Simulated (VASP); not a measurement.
# NbTe (P-6m2) in VASP: settings compared

The runs below take NbTe through single point, with PBEsol+D4, RPBE+D4, revPBE+D4.

All numbers are computed with VASP 6.6.1; they aren't measurements. Logs are shortened: lines on timing, memory, paths and dates and some standing lists are left out, and cuts for length are marked.

## (1) The cell of the first run

It takes space group P-6m2 (No. 187, hexagonal). Conventional cell: a = 3.606 Å, b = 3.606 Å, c = 3.664 Å, α = 90.00°, β = 90.00°, γ = 120.00°. Te (site symmetry -6m2) has 6 Nb at 2.77 Å and 8 Te at 3.61 to 3.66 Å within 3.7 Å. Nb (site symmetry -6m2) has 6 Te at 2.77 Å and 8 Nb at 3.61 to 3.66 Å within 3.7 Å.

## (2) Single point, PBEsol+D4

Input file INCAR:

```
SYSTEM = NbTe
PREC     = Accurate       ! precision mode
ENCUT    = 520            ! plane-wave cutoff, eV
EDIFF    = 1E-6           ! SCF threshold, eV
ISMEAR   = -1             ! smearing method
SIGMA    = 0.05           ! smearing width, eV
LREAL    = .False.        ! projectors in reciprocal space
LASPH    = .True.         ! aspherical terms in the spheres
NELM     = 80             ! most SCF steps
ALGO     = Normal         ! electronic algorithm
ISIF     = 2              ! what is computed and relaxed
LWAVE    = .False.        ! write WAVECAR
LCHARG   = .False.        ! write CHGCAR
GGA      = PS             ! functional
IVDW     = 13             ! dispersion correction
NBANDS   = 16             ! bands
```

Input file KPOINTS:

```
regular mesh
0
Gamma
  8 8 7
  0 0 0
```

Input file POSCAR:

```
NbTe
1.0
    3.6060453334      0.0000000000      0.0000000000
   -1.8030226667      3.1229268659      0.0000000000
    0.0000000000      0.0000000000      3.6641821416
Te Nb
1 1
Direct
    0.6666666667      0.3333333333      0.0000000000
    0.0000000000      0.0000000000      0.5000000000
```

Potentials or basis: VASP PAW PBE potentials, release 64 (Te, Nb_sv).

Command:

```sh
$ cat potpaw_PBE.64/Te/POTCAR potpaw_PBE.64/Nb_sv/POTCAR > POTCAR
$ mpirun -np 1 vasp_std > vasp.out
```

OUTCAR:

```text
SYSTEM = NbTe
   PREC = Accurate
   ENCUT = 520
   EDIFF = 1E-6
   ISMEAR = -1
   LREAL = .False.
   LASPH = .True.
   NELM = 80
   ISIF = 2
   GGA = PS
   IVDW = 13

 ion  position               nearest neighbor table
   1  0.667  0.333  0.000-   2 2.77   2 2.77   2 2.77   2 2.77   2 2.77   2 2.77
   2  0.000  0.000  0.500-   1 2.77   1 2.77   1 2.77   1 2.77   1 2.77   1 2.77

  LATTYP: Found a hexagonal cell.
 ALAT       =     3.6060453334
 C/A-ratio  =     1.0161220403

  Lattice vectors:

 A1 = (   3.6060453334,   0.0000000000,   0.0000000000)
 A2 = (  -1.8030226667,   3.1229268659,   0.0000000000)
 A3 = (   0.0000000000,   0.0000000000,   3.6641821416)

Analysis of symmetry for initial positions (statically):
=====================================================================
 Subroutine PRICEL returns:
 Original cell was already a primitive cell.

 Routine SETGRP: Setting up the symmetry group for a
 hexagonal supercell.

 Subroutine GETGRP returns: Found 12 space group operations
 (whereof 12 operations were pure point group operations)
 out of a pool of 24 trial point group operations.

The static configuration has the point symmetry D_3h.

Analysis of symmetry for dynamics (positions and initial velocities):
=====================================================================
 Subroutine PRICEL returns:
 Original cell was already a primitive cell.

 Routine SETGRP: Setting up the symmetry group for a
 hexagonal supercell.

 Subroutine GETGRP returns: Found 12 space group operations
 (whereof 12 operations were pure point group operations)
 out of a pool of 24 trial point group operations.

The dynamic configuration has the point symmetry D_3h.

 Subroutine INISYM returns: Found 12 space group operations
 (whereof 12 operations are pure point group operations),
 and found     1 'primitive' translations

----------------------------------------------------------------------------------------

                                     Primitive cell

  volume of cell :      41.2639

  direct lattice vectors                    reciprocal lattice vectors
     3.606045333  0.000000000  0.000000000     0.277312099  0.160106215  0.000000000
    -1.803022667  3.122926866  0.000000000     0.000000000  0.320212430  0.000000000
     0.000000000  0.000000000  3.664182142     0.000000000  0.000000000  0.272912197

  length of vectors
     3.606045333  3.606045333  3.664182142     0.320212430  0.320212430  0.272912197

  position of ions in fractional coordinates (direct lattice)
     0.666666667  0.333333333  0.000000000
     0.000000000  0.000000000  0.500000000

  ion indices of the primitive-cell ions
   primitive index   ion index
                 1           1
                 2           2

----------------------------------------------------------------------------------------

 KPOINTS: regular mesh

Automatic generation of k-mesh.
 Grid dimensions read from file:
 generate k-points for:    8    8    7

 Generating k-lattice:

  Cartesian coordinates                     Fractional coordinates (reciprocal lattice)
     0.034664012  0.020013277  0.000000000     0.125000000  0.000000000  0.000000000
     0.000000000  0.040026554  0.000000000     0.000000000  0.125000000  0.000000000
     0.000000000  0.000000000  0.038987457     0.000000000  0.000000000  0.142857143

  Length of vectors
     0.040026554  0.040026554  0.038987457

  Shift w.r.t. Gamma in fractional coordinates (k-lattice)
     0.000000000  0.000000000  0.000000000

 Subroutine IBZKPT returns following result:
 ===========================================

 Found     40 irreducible k-points:

 Following reciprocal coordinates:
            Coordinates               Weight
  0.000000  0.000000  0.000000      1.000000
  0.125000 -0.000000  0.000000      6.000000
  0.250000 -0.000000  0.000000      6.000000
  0.375000 -0.000000  0.000000      6.000000
  0.500000 -0.000000  0.000000      3.000000
  0.125000  0.125000  0.000000      6.000000
[... 16 lines left out ...]
  0.250000 -0.000000  0.285714     12.000000
  0.375000 -0.000000  0.285714     12.000000
 [... further k-points ...]
   k-points           NKPTS =     40   k-points in BZ     NKDIM =     40   number of bands    NBANDS=     16
   number of dos      NEDOS =    301   number of ions     NIONS =      2
   total plane-waves  NPLWV =  21952
   dimension x,y,z NGX =    28 NGY =   28 NGZ =   28
   dimension x,y,z NGXF=    56 NGYF=   56 NGZF=   56
   ions per type =               1   1
   NGX,Y,Z   is equivalent  to a cutoff of  12.91, 12.91, 12.70 a.u.
   NGXF,Y,Z  is equivalent  to a cutoff of  25.82, 25.82, 25.41 a.u.
 SYSTEM =  NbTe
   PREC   = accura    normal or accurate (medium, high low for compatibility)
   ISTART =      0    job   : 0-new  1-cont  2-samecut
   ICHARG =      2    charge: 1-file 2-atom 10-const
   ISPIN  =      1    spin polarized calculation?
   LNONCOLLINEAR =      F non collinear calculations
   LSORBIT =      F    spin-orbit coupling
   LASPH  =      T    aspherical Exc in radial PAW
   ENCUT  =  520.0 eV  38.22 Ry    6.18 a.u.   6.70  6.70  6.81*2*pi/ulx,y,z
   NELM   =     80;   NELMIN=  2; NELMDL= -5     # of ELM steps
   EDIFF  = 0.1E-05   stopping-criterion for ELM
   LREAL  =      F    real-space projection
   EDIFFG = 0.1E-04   stopping-criterion for IOM
   NSW    =      0    number of steps for IOM
   IBRION =     -1    ionic relax: 0-MD 1-quasi-New 2-CG
   NFREE  =      0    steps in history (QN), initial steepest desc. (CG)
   ISIF   =      2    stress and relaxation
   ISYM   =      2    0-nonsym 1-usesym 2-fastsym
   POTIM  = 0.5000    time-step for ionic-motion
   TEBEG  =    0.0;   TEEND  =   0.0 temperature during run
   PSTRESS=    0.0 pullay stress
   NELECT =      19.0000    total number of electrons
   NUPDOWN=      -1.0000    fix difference up-down
   EMIN   =  10.00;   EMAX   =-10.00  energy-range for DOS
   EFERMI =   0.00;   METHOD = LEGACY
   ISMEAR =    -1;   SIGMA  =   0.05  broadening in eV -4-tet -1-fermi 0-gaus
   EFERMI_NEDOS =   21; number of points for ismear=-14 and -15
   IALGO  =     38    algorithm
   IMIX   =      4    mixing-type and parameters
     AMIX     =   0.40;   BMIX     =  1.00
     AMIX_MAG =   1.60;   BMIX_MAG =  1.00
  volume/ion in A,a.u.               =      20.63       139.23
  Fermi-wavevector in a.u.,A,eV,Ry     =   1.264162  2.388920 21.743541  1.598105
  Thomas-Fermi vector in A             =   2.397481
   LORBIT       =      0    0 simple, 1 ext, 2 COOP (PROOUT), +10 PAW based schemes
   GGA     = PS    functional components
   LHFCALC =     F    Hartree Fock is set to
   AEXX    =    0.0000 exact exchange contribution
   IVDW    =    13    specifies the selected vdW correction
   LEPSILON=     F    determine dielectric tensor
   LRPA    =     F    only Hartree local field effects (RPA)
 non-spin polarized calculation
  energy-cutoff  :      520.00
  volume of cell :       41.26
 maximum number of plane-waves:      1131
 NGX is ok and might be reduce to    28
   NGX = 13   NGY = 13   NGZ = 13

 number of electron      19.0000002 magnetization

 Free energy of the ion-electron system (eV)
  ---------------------------------------------------
  ext. energy  EPLUGINS =         0.00000000
  ---------------------------------------------------
  free energy    TOTEN  =       -14.90015806 eV

  energy without entropy =      -14.89088319  energy(sigma->0) =      -14.89552062

 E-fermi :  11.8051     XC(G=0): -11.6929

 val. band max:       11.7697025906   @ k =   0.1250  -0.0000   0.2857
 cond. band min:      11.8733178545   @ k =   0.2500   0.1250   0.2857
 fundamental gap:      0.1036152638
 Fermi energy:        11.8051379711

 k-point     1 :       0.0000    0.0000    0.0000
  band No.  band energies     occupation
      1     -43.6154      2.00000
      2     -19.8778      2.00000
      3     -19.6413      2.00000
      4     -19.6413      2.00000
      5      -2.8643      2.00000
      6       8.4842      2.00000
[... 8 lines left out ...]
     15      17.7578      0.00000
     16      19.0883      0.00000

 k-point     2 :       0.1250   -0.0000    0.0000
  band No.  band energies     occupation
      1     -43.6134      2.00000
      2     -19.8731      2.00000
      3     -19.6688      2.00000
      4     -19.6477      2.00000
      5      -2.6519      2.00000
      6       7.7315      2.00000
[... 8 lines left out ...]
     15      17.6990      0.00000
     16      19.9250      0.00000

 k-point     3 :       0.2500   -0.0000    0.0000
  band No.  band energies     occupation
      1     -43.6087      2.00000
      2     -19.8617      2.00000
      3     -19.7342      2.00000
      4     -19.6631      2.00000
      5      -2.0698      2.00000
      6       6.2658      2.00000
[... 8 lines left out ...]
     15      18.9647      0.00000
     16      20.6065      0.00000

 k-point     4 :       0.3750   -0.0000    0.0000
  band No.  band energies     occupation
      1     -43.6040      2.00000
      2     -19.8503      2.00000
      3     -19.7987      2.00000
      4     -19.6784      2.00000
      5      -1.3280      2.00000
      6       4.8520      2.00000
[... 8 lines left out ...]
     15      18.4327      0.00000
     16      20.6799      0.00000

 k-point     5 :       0.5000   -0.0000    0.0000
  band No.  band energies     occupation
      1     -43.6021      2.00000
      2     -19.8455      2.00000
      3     -19.8251      2.00000
      4     -19.6847      2.00000
      5      -0.9326      2.00000
      6       4.2134      2.00000
[... 8 lines left out ...]
     15      17.6013      0.00000
     16      20.9277      0.00000

 k-point     6 :       0.1250    0.1250    0.0000
  band No.  band energies     occupation
      1     -43.6101      2.00000
      2     -19.8650      2.00000
      3     -19.7122      2.00000
      4     -19.6616      2.00000
      5      -2.2533      2.00000
      6       6.7572      2.00000
[... 8 lines left out ...]
     15      17.9814      0.00000
     16      20.7117      0.00000
[... 267 lines left out ...]
 k-point    21 :       0.0000    0.0000    0.2857
  band No.  band energies     occupation
      1     -43.6115      2.00000
      2     -19.9624      2.00000
      3     -19.6343      2.00000
      4     -19.6343      2.00000
      5      -2.0810      2.00000
      6       5.3793      2.00000
[... 8 lines left out ...]
     15      20.0365      0.00000
     16      20.0365      0.00000

 k-point    22 :       0.1250   -0.0000    0.2857
  band No.  band energies     occupation
      1     -43.6096      2.00000
      2     -19.9558      2.00000
      3     -19.6602      2.00000
      4     -19.6401      2.00000
      5      -1.9258      2.00000
      6       5.5246      2.00000
[... 8 lines left out ...]
     15      18.5943      0.00000
     16      20.1861      0.00000

 k-point    23 :       0.2500   -0.0000    0.2857
  band No.  band energies     occupation
      1     -43.6050      2.00000
      2     -19.9398      2.00000
      3     -19.7222      2.00000
      4     -19.6540      2.00000
      5      -1.5087      2.00000
      6       5.7780      2.00000
[... 8 lines left out ...]
     15      19.0248      0.00000
     16      20.6715      0.00000

 k-point    24 :       0.3750   -0.0000    0.2857
  band No.  band energies     occupation
      1     -43.6003      2.00000
      2     -19.9237      2.00000
      3     -19.7834      2.00000
      4     -19.6679      2.00000
      5      -1.0004      2.00000
      6       5.2260      2.00000
[... 8 lines left out ...]
     15      18.3180      0.00000
     16      20.8844      0.00000

 [... further k-points ...]

------------------------ aborting loop because EDIFF is reached ----------------------------------------

  DFT-D4 for vdW energy calculation

  Edisp (eV):   -0.58779

  FORCE on cell =-STRESS in cart. coord.  units (eV):
  Direction    XX          YY          ZZ          XY          YZ          ZX
  --------------------------------------------------------------------------------------
  -------------------------------------------------------------------------------------
  Total      -0.02363    -0.02363    -0.02728    -0.00000    -0.00000     0.00000
  in kB      -0.91744    -0.91744    -1.05919    -0.00000    -0.00000     0.00000
  external pressure =       -0.96 kB  Pullay stress =        0.00 kB

 VOLUME and BASIS-vectors are now :
 -----------------------------------------------------------------------------
  energy-cutoff  :      520.00
  volume of cell :       41.26
      direct lattice vectors                 reciprocal lattice vectors
     3.606045333  0.000000000  0.000000000     0.277312099  0.160106215  0.000000000
    -1.803022667  3.122926866  0.000000000     0.000000000  0.320212430  0.000000000
     0.000000000  0.000000000  3.664182142     0.000000000  0.000000000  0.272912197

 POSITION                                       TOTAL-FORCE (eV/Angst)
 -----------------------------------------------------------------------------------
      1.80302      1.04098      0.00000        -0.000000      0.000000      0.000000
      0.00000      0.00000      1.83209         0.000000     -0.000000      0.000000
 -----------------------------------------------------------------------------------
    total drift:                               -0.000000      0.000000     -0.000000

  FREE ENERGIE OF THE ION-ELECTRON SYSTEM (eV)
  ---------------------------------------------------
  free  energy   TOTEN  =       -15.4879508091 eV

  energy  without entropy=      -15.4786759406  energy(sigma->0) =      -15.48331337
```

It took 21 s on 1 thread of Intel Xeon Platinum 8488C (Sapphire Rapids), shared host; peak memory 0.17 GiB.

Results:

| Property | Result |
| --- | --- |
| Free energy | -15.4880 eV |
| Pressure | -0.1 GPa |
| Band gap on the k mesh | zero (an odd number of electrons rules out a gap without spin polarisation) |
| Dispersion energy per atom | -0.294 eV |

Caveat: the PAW data sets were made with another functional, which shifts forces and pressure a little; spin-orbit coupling is left out, which moves the levels of the heavy elements.

## (3) Single point, RPBE+D4

This run uses another cell than the first one, of 20.99 Å³/atom.

Input file INCAR:

```
SYSTEM = NbTe
ALGO = Normal
EDIFF = 1E-6
ENCUT = 520
GGA = RP
ISIF = 2
ISMEAR = -1
IVDW = 13
LASPH = .True.
LCHARG = .True.
LELF = .True.
LREAL = .False.
LVHAR = .True.
LWAVE = .False.
NBANDS = 16
NELM = 100
PREC = Accurate
SIGMA = 0.05
```

Input file KPOINTS:

```
k-points
0
Gamma
  8 8 7
  0 0 0
```

Input file POSCAR:

```
NbTe
1.0
    3.6205356652      0.0000000000      0.0000000000
   -1.8102678326      3.1354758614      0.0000000000
    0.0000000000      0.0000000000      3.6977128493
Te Nb
1 1
Direct
    0.6666666667      0.3333333333      0.0000000000
    0.0000000000      0.0000000000      0.5000000000
```

Potentials or basis: VASP PAW PBE potentials, release 64 (Te, Nb_sv).

Command:

```sh
$ cat potpaw_PBE.64/Te/POTCAR potpaw_PBE.64/Nb_sv/POTCAR > POTCAR
$ mpirun -np 1 vasp_std > vasp.out
```

Run time: 30 s. Hardware: 1 thread of Intel Xeon Platinum 8488C (Sapphire Rapids), shared host; peak memory 0.17 GiB.

The run converged. Its results:

```
Free energy                : -14.4972 eV
Pressure                   : -0.3 GPa
Band gap on the k mesh     : zero (an odd number of electrons rules out a gap without spin polarisation)
Dispersion energy per atom : -0.917 eV
```

Stress tensor (GPa, compression positive):
```
-0.30  0.00  0.00
 0.00 -0.30  0.00
 0.00  0.00 -0.42
```

Levels at points of the mesh, in eV from the Fermi level:
```
           k point  band 8  band 9  band 10  band 11  band 12  band 13
(0.00, 0.00, 0.00)   -3.11   -2.56     0.12     0.12     2.61     2.61
(0.50, 0.00, 0.00)   -2.81   -2.51    -0.25     1.38     1.73     3.07
```

Caveat: the PAW data sets were made with another functional, which shifts forces and pressure a little; spin-orbit coupling is left out, which moves the levels of the heavy elements.

## (4) Single point, revPBE+D4

This run uses another cell than the first one, of 21.07 Å³/atom.

Input file INCAR:

```
SYSTEM = NbTe
  PREC = Accurate
  ENCUT = 520
  EDIFF = 1E-6
  ISMEAR = -1
  SIGMA = 0.05
  LREAL = .False.
  LASPH = .True.
  NELM = 100
  ALGO = Normal
  ISIF = 2
  LWAVE = .False.
  LCHARG = .False.
  GGA = RE
  IVDW = 13
  NBANDS = 16
```

Input file KPOINTS:

```
Automatic mesh
0
Gamma
  8 8 7
  0 0 0
```

Input file POSCAR:

```
NbTe
1.0
    3.6306647446      0.0000000000      0.0000000000
   -1.8153323723      3.1442479014      0.0000000000
    0.0000000000      0.0000000000      3.6909949094
Te Nb
1 1
Direct
    0.6666666667      0.3333333333      0.0000000000
    0.0000000000      0.0000000000      0.5000000000
```

Command:

```sh
$ cat potpaw_PBE.64/Te/POTCAR potpaw_PBE.64/Nb_sv/POTCAR > POTCAR
$ mpirun -np 1 vasp_std > vasp.out
```

Wall time 20 s (1 thread of Intel Xeon Platinum 8488C (Sapphire Rapids), shared host); peak memory 0.17 GiB.

Results (log left out):

* Free energy: -14.3973 eV
* Pressure: -0.3 GPa
* Band gap on the k mesh: zero (an odd number of electrons rules out a gap without spin polarisation)
* Dispersion energy per atom: -0.778 eV

Stress tensor (GPa, compression positive):
```
-0.27  0.00  0.00
 0.00 -0.27  0.00
 0.00  0.00 -0.39
```

Levels at points of the mesh, in eV from the Fermi level:
```
           k point  band 8  band 9  band 10  band 11  band 12  band 13
(0.00, 0.00, 0.00)   -3.13   -2.52     0.12     0.12     2.60     2.60
(0.50, 0.00, 0.00)   -2.80   -2.53    -0.24     1.36     1.70     3.08
```

Caveat: the PAW data sets were made with another functional, which shifts forces and pressure a little; spin-orbit coupling is left out, which moves the levels of the heavy elements.

## (5) Summary

```tsv
level	cell	gap on the mesh (eV)	pressure (GPa)
PBEsol+D4	a = 3.606, b = 3.606, c = 3.664 Å, angles 90.0, 90.0, 120.0°, 2 atoms	none	-0.1
RPBE+D4	a = 3.621, b = 3.621, c = 3.698 Å, angles 90.0, 90.0, 120.0°, 2 atoms	none	-0.3
revPBE+D4	a = 3.631, b = 3.631, c = 3.691 Å, angles 90.0, 90.0, 120.0°, 2 atoms	none	-0.3
```

Alike in all rows: task single point; potentials or basis VASP PAW PBE potentials, release 64 (Te, Nb_sv); no spin polarisation; k mesh 8 × 8 × 7; cutoff (eV) 520; smearing fermi-dirac 0.05 eV.

Caveats: the PAW data sets were made with another functional, which shifts forces and pressure a little; spin-orbit coupling is left out, which moves the levels of the heavy elements.

Absolute energies hang on the potentials; compare differences alone.
